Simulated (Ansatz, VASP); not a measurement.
## Two plane-wave programs on Mg2ZnO3

```
Mg Zn O
1.0
     3.03300    0.00000    0.00000
    -1.51650    2.62665    0.00000
     0.00000    0.00000    7.40332
Mg Zn O
2 1 3
Direct
  0.33333 0.66667 0.66580
  0.66667 0.33333 0.33420
  0.00000 0.00000 0.00000
  0.33333 0.66667 0.17262
  0.66667 0.33333 0.82738
  0.00000 0.00000 0.50000
```

Alike in both runs: task single point; functional LDA; k mesh 12 × 12 × 4; no spin polarisation; Hubbard terms Zn d U = 8.0 eV.

|  | VASP | Ansatz |
| --- | --- | --- |
| version | VASP 6.6.1 | Ansatz 0.2.0 |
| potentials or method | VASP PAW LDA potentials, release 64 (Mg_sv, Zn, O) | plane waves, PAW |
| plane-wave cutoff (eV) | 750 | 420 |
| occupations | gaussian, width 0.01 eV | fixed |
| valence electrons in the cell | 50 | 50 |

```tsv
	VASP	Ansatz	Ansatz less VASP
gap on the k mesh at the Fermi level (eV)	3.23	3.05	-0.180
```

LDA's correlation is that of Perdew and Zunger in VASP and of Perdew and Wang (1992) in Ansatz. The programs project onto different local orbitals, so the same U acts differently, and such runs can settle in different states.
